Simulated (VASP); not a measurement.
Wanted: the native input for a VASP 6.6.1 run.

```
Task                   : electric field gradients
Functional             : PBE
Potentials or basis    : VASP PAW PBE potentials, release 64 (Al, As)
Cutoff                 : 400 eV
k mesh                 : 10 × 10 × 10
Occupations            : fermi-dirac, width 0.05 eV
Spin                   : no spin polarisation
Dipole correction      : no
Further INCAR settings : ALGO = Normal; EDIFF = 1e-08; NBANDS = 11
```

The structure of AlAs lies in POSCAR:

```
AlAs
1.0
    0.0000000000      2.8114034545      2.8114034545
    2.8114034545      0.0000000000      2.8114034545
    2.8114034545      2.8114034545      0.0000000000
Al As
1 1
Direct
    0.0000000000      0.0000000000      0.0000000000
    0.7500000000      0.7500000000      0.7500000000
```

The input as run:

INCAR

```
SYSTEM = AlAs
  PREC = Accurate
  ENCUT = 400
  EDIFF = 1E-8
  ISMEAR = -1
  SIGMA = 0.05
  LREAL = .FALSE.
  LASPH = .TRUE.
  NELM = 120
  ALGO = Normal
  ISIF = 2
  LWAVE = .FALSE.
  LCHARG = .FALSE.
  GGA = PE
  LEFG = .TRUE.
  NBANDS = 11
  GGA_COMPAT = .FALSE.
```

KPOINTS

```
regular mesh
0
G
  10 10 10
  0 0 0
```

Potentials or basis: VASP PAW PBE potentials, release 64 (Al, As).

Run with:

```bash
$ cat potpaw_PBE.64/Al/POTCAR potpaw_PBE.64/As/POTCAR > POTCAR
$ mpirun -np 1 vasp_std > vasp.out
```

It gave:

```json
{
  "Pressure": "4.4 GPa",
  "Band gap on the k mesh": "1.40 eV (least direct gap 2.22 eV)",
  "Largest electric field gradient by atom": "zero within the noise of the run"
}
```

Caveat: the cell stands under pressure.

Wall time 10 s on 1 thread of Intel(R) Xeon(R) 6975P-C (Granite Rapids), on a shared host, peak memory 0.16 GiB.
